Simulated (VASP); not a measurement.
# Mg2Cd3S5 (Immm) in VASP: single point with PBE

Aim: the single point of Mg2Cd3S5 with PBE.

All numbers are computed with VASP 6.6.1; they aren't measurements. Logs are shortened: lines on timing, memory, paths and dates and some standing lists are left out, and cuts for length are marked.

## (1) The cell of the first run

The structure is orthorhombic, space group Immm (No. 71). Conventional cell: a = 3.817 Å, b = 5.403 Å, c = 19.118 Å, α = 90.00°, β = 90.00°, γ = 90.00°. Within 3.5 Å of Mg (site symmetry mm2) lie 6 S at 2.65 to 2.70 Å. Cd (site symmetry mm2) has 6 S at 2.70 to 2.76 Å within 3.6 Å. Cd (site symmetry mmm) has 6 S at 2.70 to 2.71 Å within 3.6 Å. Within 3.5 Å of S (site symmetry mm2) lie 2 Mg at 2.65 Å and 4 Cd at 2.70 to 2.76 Å. S (site symmetry mm2) has 2 Mg at 2.70 Å and 4 Cd at 2.71 to 2.72 Å within 3.6 Å. S (site symmetry mmm) has 4 Mg at 2.67 Å and 2 Cd at 2.70 Å within 3.5 Å.

## (2) Single point, PBE

INCAR reads:

```
SYSTEM = Mg2Cd3S5
ALGO = Normal
EDIFF = 1E-7
ENCUT = 520
GGA = PE
ISIF = 2
ISMEAR = 0
LASPH = .TRUE.
LCHARG = .FALSE.
LREAL = .FALSE.
LWAVE = .FALSE.
NBANDS = 46
NELM = 60
PREC = Accurate
SIGMA = 0.1
```

KPOINTS reads:

```
k-points
0
G
  6 6 6
  0 0 0
```

POSCAR reads:

```
Mg2Cd3S5
1.0
   -1.9086073749      2.7012768027      9.5590402838
    1.9086073749     -2.7012768027      9.5590402838
    1.9086073749      2.7012768027     -9.5590402838
Mg Cd S
2 3 5
Direct
    0.0978099529      0.0978099529      0.0000000000
    0.9021900471      0.9021900471      0.0000000000
    0.7016235518      0.7016235518      0.0000000000
    0.5000000000      0.5000000000      0.0000000000
    0.2983764482      0.2983764482      0.0000000000
    0.1942085516      0.6942085516      0.5000000000
    0.6005197229      0.1005197229      0.5000000000
    0.0000000000      0.5000000000      0.5000000000
    0.3994802771      0.8994802771      0.5000000000
    0.8057914484      0.3057914484      0.5000000000
```

Potentials or basis: VASP PAW PBE potentials, release 64 (Mg, Cd, S).

Run with:

```console
> cat potpaw_PBE.64/Mg/POTCAR potpaw_PBE.64/Cd/POTCAR potpaw_PBE.64/S/POTCAR > POTCAR
> mpirun -np 1 vasp_std > vasp.out
```

OUTCAR:

```text
SYSTEM = Mg2Cd3S5
   EDIFF = 1E-7
   ENCUT = 520
   GGA = PE
   ISIF = 2
   ISMEAR = 0
   LASPH = .TRUE.
   LREAL = .FALSE.
   NELM = 60
   PREC = Accurate

 ion  position               nearest neighbor table
   1  0.098  0.098  0.000-   6 2.65   6 2.65   8 2.67   8 2.67   7 2.70   7 2.70
   2  0.902  0.902  0.000-  10 2.65  10 2.65   8 2.67   8 2.67   9 2.70   9 2.70
   3  0.702  0.702  0.000-   6 2.70   6 2.70   7 2.72   7 2.72  10 2.76  10 2.76
   4  0.500  0.500  0.000-   8 2.70   8 2.70   9 2.71   7 2.71   9 2.71   7 2.71
   5  0.298  0.298  0.000-  10 2.70  10 2.70   9 2.72   9 2.72   6 2.76   6 2.76
   6  0.194  0.694  0.500-   1 2.65   1 2.65   3 2.70   3 2.70   5 2.76   5 2.76
   7  0.601  0.101  0.500-   1 2.70   1 2.70   4 2.71   4 2.71   3 2.72   3 2.72
   8  0.000  0.500  0.500-   1 2.67   2 2.67   1 2.67   2 2.67   4 2.70   4 2.70
   9  0.399  0.899  0.500-   2 2.70   2 2.70   4 2.71   4 2.71   5 2.72   5 2.72
  10  0.806  0.306  0.500-   2 2.65   2 2.65   5 2.70   5 2.70   3 2.76   3 2.76

  LATTYP: Found a body centered orthorhombic cell.
 ALAT       =     3.8172147498
 B/A-ratio  =     1.4153129859
 C/A-ratio  =     5.0083848619

  Lattice vectors:

 A1 = (  -1.9086073749,   2.7012768027,   9.5590402838)
 A2 = (   1.9086073749,  -2.7012768027,   9.5590402838)
 A3 = (   1.9086073749,   2.7012768027,  -9.5590402838)

Analysis of symmetry for initial positions (statically):
=====================================================================
 Subroutine PRICEL returns:
 Original cell was already a primitive cell.

 Routine SETGRP: Setting up the symmetry group for a
 body centered orthorhombic supercell.

 Subroutine GETGRP returns: Found  8 space group operations
 (whereof  8 operations were pure point group operations)
 out of a pool of  8 trial point group operations.

The static configuration has the point symmetry D_2h.

Analysis of symmetry for dynamics (positions and initial velocities):
=====================================================================
 Subroutine PRICEL returns:
 Original cell was already a primitive cell.

 Routine SETGRP: Setting up the symmetry group for a
 body centered orthorhombic supercell.

 Subroutine GETGRP returns: Found  8 space group operations
 (whereof  8 operations were pure point group operations)
 out of a pool of  8 trial point group operations.

The dynamic configuration has the point symmetry D_2h.

 Subroutine INISYM returns: Found  8 space group operations
 (whereof  8 operations are pure point group operations),
 and found     1 'primitive' translations

----------------------------------------------------------------------------------------

                                     Primitive cell

  volume of cell :     197.1333

  direct lattice vectors                    reciprocal lattice vectors
    -1.908607375  2.701276803  9.559040284     0.000000000  0.185097654  0.052306506
     1.908607375 -2.701276803  9.559040284     0.261971114  0.000000000  0.052306506
     1.908607375  2.701276803 -9.559040284     0.261971114  0.185097654  0.000000000

  length of vectors
    10.115084262 10.115084262 10.115084262     0.192346334  0.267141976  0.320764721

  position of ions in fractional coordinates (direct lattice)
     0.097809953  0.097809953  0.000000000
     0.902190047  0.902190047  0.000000000
     0.701623552  0.701623552  0.000000000
     0.500000000  0.500000000  0.000000000
     0.298376448  0.298376448  0.000000000
     0.194208552  0.694208552  0.500000000
     0.600519723  0.100519723  0.500000000
     0.000000000  0.500000000  0.500000000
     0.399480277  0.899480277  0.500000000
     0.805791448  0.305791448  0.500000000

  ion indices of the primitive-cell ions
   primitive index   ion index
                 1           1
                 2           2
                 3           3
                 4           4
                 5           5
                 6           6
                 7           7
                 8           8
                 9           9
                10          10

----------------------------------------------------------------------------------------

 KPOINTS: k-points

Automatic generation of k-mesh.
 Grid dimensions read from file:
 generate k-points for:    6    6    6

 Generating k-lattice:

  Cartesian coordinates                     Fractional coordinates (reciprocal lattice)
     0.000000000  0.030849609  0.008717751     0.166666667 -0.000000000  0.000000000
     0.043661852  0.000000000  0.008717751    -0.000000000  0.166666667  0.000000000
     0.043661852  0.030849609  0.000000000     0.000000000  0.000000000  0.166666667

  Length of vectors
     0.032057722  0.044523663  0.053460787

  Shift w.r.t. Gamma in fractional coordinates (k-lattice)
     0.000000000  0.000000000  0.000000000

 Subroutine IBZKPT returns following result:
 ===========================================

 Found     46 irreducible k-points:

 Following reciprocal coordinates:
            Coordinates               Weight
  0.000000  0.000000  0.000000      1.000000
  0.166667 -0.000000  0.000000      4.000000
  0.333333  0.000000 -0.000000      4.000000
  0.500000  0.000000  0.000000      2.000000
  0.000000  0.166667  0.000000      4.000000
  0.166667  0.166667  0.000000      8.000000
[... 16 lines left out ...]
 -0.166667  0.166667  0.166667      2.000000
  0.166667  0.333333  0.166667      4.000000
 [... further k-points ...]
   k-points           NKPTS =     46   k-points in BZ     NKDIM =     46   number of bands    NBANDS=     46
   number of dos      NEDOS =    301   number of ions     NIONS =     10
   total plane-waves  NPLWV = 512000
   dimension x,y,z NGX =    80 NGY =   80 NGZ =   80
   dimension x,y,z NGXF=   160 NGYF=  160 NGZF=  160
   ions per type =               2   3   5
   NGX,Y,Z   is equivalent  to a cutoff of  13.15, 13.15, 13.15 a.u.
   NGXF,Y,Z  is equivalent  to a cutoff of  26.30, 26.30, 26.30 a.u.
 SYSTEM =  Mg2Cd3S5
   PREC   = accura    normal or accurate (medium, high low for compatibility)
   ISTART =      0    job   : 0-new  1-cont  2-samecut
   ICHARG =      2    charge: 1-file 2-atom 10-const
   ISPIN  =      1    spin polarized calculation?
   LNONCOLLINEAR =      F non collinear calculations
   LSORBIT =      F    spin-orbit coupling
   LASPH  =      T    aspherical Exc in radial PAW
   ENCUT  =  520.0 eV  38.22 Ry    6.18 a.u.  18.81 18.81 18.81*2*pi/ulx,y,z
   NELM   =     60;   NELMIN=  2; NELMDL= -5     # of ELM steps
   EDIFF  = 0.1E-06   stopping-criterion for ELM
   LREAL  =      F    real-space projection
   EDIFFG = 0.1E-05   stopping-criterion for IOM
   NSW    =      0    number of steps for IOM
   IBRION =     -1    ionic relax: 0-MD 1-quasi-New 2-CG
   NFREE  =      0    steps in history (QN), initial steepest desc. (CG)
   ISIF   =      2    stress and relaxation
   ISYM   =      2    0-nonsym 1-usesym 2-fastsym
   POTIM  = 0.5000    time-step for ionic-motion
   TEBEG  =    0.0;   TEEND  =   0.0 temperature during run
   PSTRESS=    0.0 pullay stress
   NELECT =      70.0000    total number of electrons
   NUPDOWN=      -1.0000    fix difference up-down
   EMIN   =  10.00;   EMAX   =-10.00  energy-range for DOS
   EFERMI =   0.00;   METHOD = LEGACY
   ISMEAR =     0;   SIGMA  =   0.10  broadening in eV -4-tet -1-fermi 0-gaus
   EFERMI_NEDOS =   21; number of points for ismear=-14 and -15
   IALGO  =     38    algorithm
   IMIX   =      4    mixing-type and parameters
     AMIX     =   0.40;   BMIX     =  1.00
     AMIX_MAG =   1.60;   BMIX_MAG =  1.00
  volume/ion in A,a.u.               =      19.71       133.03
  Fermi-wavevector in a.u.,A,eV,Ry     =   1.159278  2.190717 18.285210  1.343925
  Thomas-Fermi vector in A             =   2.295872
   LORBIT       =      0    0 simple, 1 ext, 2 COOP (PROOUT), +10 PAW based schemes
   GGA     = PE    functional components
   LHFCALC =     F    Hartree Fock is set to
   AEXX    =    0.0000 exact exchange contribution
   IVDW    =     0    specifies the selected vdW correction
   LEPSILON=     F    determine dielectric tensor
   LRPA    =     F    only Hartree local field effects (RPA)
 non-spin polarized calculation
 Gauss-broadening in eV      SIGMA  =   0.10
  energy-cutoff  :      520.00
  volume of cell :      197.13
 maximum number of plane-waves:      5336
 NGX is ok and might be reduce to    80
   NGX = 37   NGY = 37   NGZ = 37

 number of electron      70.0000000 magnetization

 Free energy of the ion-electron system (eV)
  ---------------------------------------------------
  ext. energy  EPLUGINS =         0.00000000
  ---------------------------------------------------
  free energy    TOTEN  =       -34.41033493 eV

  energy without entropy =      -34.41033481  energy(sigma->0) =      -34.41033487

 E-fermi :   3.5983     XC(G=0): -10.0473

 val. band max:        3.3059732219   @ k =   0.0000   0.0000   0.0000
 cond. band min:       3.8996222568   @ k =   0.0000   0.5000   0.0000
 fundamental gap:      0.5936490349
 Fermi energy:         3.5982659357

 k-point     1 :       0.0000    0.0000    0.0000
  band No.  band energies     occupation
      1      -9.5882      2.00000
      2      -8.8596      2.00000
      3      -8.8355      2.00000
      4      -8.4405      2.00000
      5      -8.3603      2.00000
      6      -4.6178      2.00000
[... 38 lines left out ...]
     45      10.1721      0.00000
     46      10.2169      0.00000

 k-point     2 :       0.1667   -0.0000    0.0000
  band No.  band energies     occupation
      1      -9.5001      2.00000
      2      -8.8740      2.00000
      3      -8.7144      2.00000
      4      -8.4805      2.00000
      5      -8.3994      2.00000
      6      -4.6188      2.00000
[... 38 lines left out ...]
     45       9.8951      0.00000
     46      10.0932      0.00000

 k-point     3 :       0.3333    0.0000   -0.0000
  band No.  band energies     occupation
      1      -9.2609      2.00000
      2      -8.7895      2.00000
      3      -8.6654      2.00000
      4      -8.5353      2.00000
      5      -8.4777      2.00000
      6      -4.6730      2.00000
[... 38 lines left out ...]
     45       9.9447      0.00000
     46       9.9511      0.00000

 k-point     4 :       0.5000    0.0000    0.0000
  band No.  band energies     occupation
      1      -8.9707      2.00000
      2      -8.9156      2.00000
      3      -8.6636      2.00000
      4      -8.6239      2.00000
      5      -8.4306      2.00000
      6      -4.7106      2.00000
[... 920 lines left out ...]
     45       9.3897      0.00000
     46       9.8388      0.00000

 k-point    23 :      -0.1667    0.1667    0.1667
  band No.  band energies     occupation
      1      -9.0265      2.00000
      2      -8.6993      2.00000
      3      -8.5774      2.00000
      4      -8.3862      2.00000
      5      -8.3459      2.00000
      6      -4.5754      2.00000
[... 38 lines left out ...]
     45       9.8673      0.00000
     46      10.1349      0.00000

 k-point    24 :       0.1667    0.3333    0.1667
  band No.  band energies     occupation
      1      -8.5426      2.00000
      2      -8.4738      2.00000
      3      -8.4732      2.00000
      4      -8.4112      2.00000
      5      -8.2502      2.00000
      6      -4.6461      2.00000
[... 38 lines left out ...]
     45       9.7986      0.00000
     46       9.9455      0.00000

 [... further k-points ...]

------------------------ aborting loop because EDIFF is reached ----------------------------------------

  FORCE on cell =-STRESS in cart. coord.  units (eV):
  Direction    XX          YY          ZZ          XY          YZ          ZX
  --------------------------------------------------------------------------------------
  -------------------------------------------------------------------------------------
  Total        0.1451935      0.2016898      0.1152600      0.0000000      0.0000000      0.0000000
  in kB        1.1800431      1.6392098      0.9367621      0.0000000      0.0000000      0.0000000
  external PRESSURE =       1.2520050 kB  Pullay stress =       0.0000000 kB

 VOLUME and BASIS-vectors are now :
 -----------------------------------------------------------------------------
  energy-cutoff  :      520.00
  volume of cell :      197.13
      direct lattice vectors                 reciprocal lattice vectors
    -1.908607375  2.701276803  9.559040284     0.000000000  0.185097654  0.052306506
     1.908607375 -2.701276803  9.559040284     0.261971114  0.000000000  0.052306506
     1.908607375  2.701276803 -9.559040284     0.261971114  0.185097654  0.000000000

 POSITION                                       TOTAL-FORCE (eV/Angst)
 -----------------------------------------------------------------------------------
      0.00000      0.00000      1.86994        -0.000000     -0.000000     -0.001932
      0.00000      0.00000     17.24814        -0.000000      0.000000      0.001932
      0.00000      0.00000     13.41370        -0.000000      0.000000     -0.004344
      0.00000      0.00000      9.55904        -0.000000      0.000000      0.000000
      0.00000      0.00000      5.70438        -0.000000     -0.000000      0.004344
      1.90861      0.00000      3.71289        -0.000000     -0.000000     -0.047199
      0.00000      2.70128      1.92174        -0.000000      0.000000      0.008350
      1.90861      0.00000      0.00000        -0.000000      0.000000      0.000000
      1.90861      0.00000      7.63730         0.000000     -0.000000     -0.008350
      0.00000      2.70128      5.84615         0.000000      0.000000      0.047199
 -----------------------------------------------------------------------------------
    total drift:                               -0.000000      0.000000      0.000000

  FREE ENERGIE OF THE ION-ELECTRON SYSTEM (eV)
  ---------------------------------------------------
  free  energy   TOTEN  =       -34.4103349329 eV

  energy  without entropy=      -34.4103348078  energy(sigma->0) =      -34.41033487
```

Run time: 18 min. Hardware: 1 thread of Intel Xeon 6975P-C (Granite Rapids), shared host; peak memory 1.1 GiB.

Results:

```yaml
Free_energy: -34.4103 eV
Pressure: 0.1 GPa
Largest_force: 0.047 eV/Å
Band_gap_on_the_k_mesh: 0.59 eV (least direct gap 1.14 eV)
```

Forces on the atoms (eV/Å):
```
Mg   0.000  0.000 -0.002
Mg   0.000  0.000  0.002
Cd   0.000  0.000 -0.004
Cd   0.000  0.000  0.000
Cd   0.000  0.000  0.004
S    0.000  0.000 -0.047
S    0.000  0.000  0.008
S    0.000  0.000  0.000
S    0.000  0.000 -0.008
S    0.000  0.000  0.047
```

Levels at points of the mesh, in eV from the valence-band top:
```csv
k point,band 33,band 34,band 35,band 36,band 37,band 38
"(0.00, 0.00, 0.00)",-0.70,-0.68,0.00,1.24,1.92,2.58
"(0.50, 0.00, 0.00)",-0.59,-0.29,-0.09,3.42,3.55,3.81
"(0.00, 0.50, 0.00)",-2.08,-1.08,-0.65,0.59,1.82,2.60
"(0.50, 0.50, 0.00)",-0.87,-0.39,-0.19,3.57,3.67,3.73
"(0.50, 0.50, 0.50)",-0.84,-0.41,-0.39,0.74,2.85,3.30
```

A k mesh can miss the band edges.
